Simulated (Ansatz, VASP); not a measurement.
Two plane-wave programs on CdS

```
Cd S
1.0
     0.00000    2.91650    2.91650
     2.91650    0.00000    2.91650
     2.91650    2.91650    0.00000
Cd S
1 1
Direct
  0.00000 0.00000 0.00000
  0.75000 0.75000 0.75000
```

Alike in both runs: functional PBE; dispersion D4; k mesh 8 × 8 × 8; occupations fermi-dirac, width 0.1 eV; non-collinear spin, spin-orbit coupling.

|  | VASP | Ansatz |
| --- | --- | --- |
| version | VASP 6.6.1 | Ansatz 0.2.0 |
| potentials or method | VASP PAW PBE potentials, release 64 (Cd, S) | Ansatz PAW |
| plane-wave cutoff (eV) | 520 | 420 |
| valence electrons in the cell | 18 | 26 |
| task | single point | band structure |

|  | VASP | Ansatz | Ansatz less VASP |
| --- | --- | --- | --- |
| pressure (GPa) | 0.9 | 0.6 | -0.37 |
| net moment per atom (μB) | 0.00 | 0.00 | 0.000 |

VASP's potentials hold 18 valence electrons a cell and Ansatz's 26, so a difference there can come from the potentials and not from the codes.
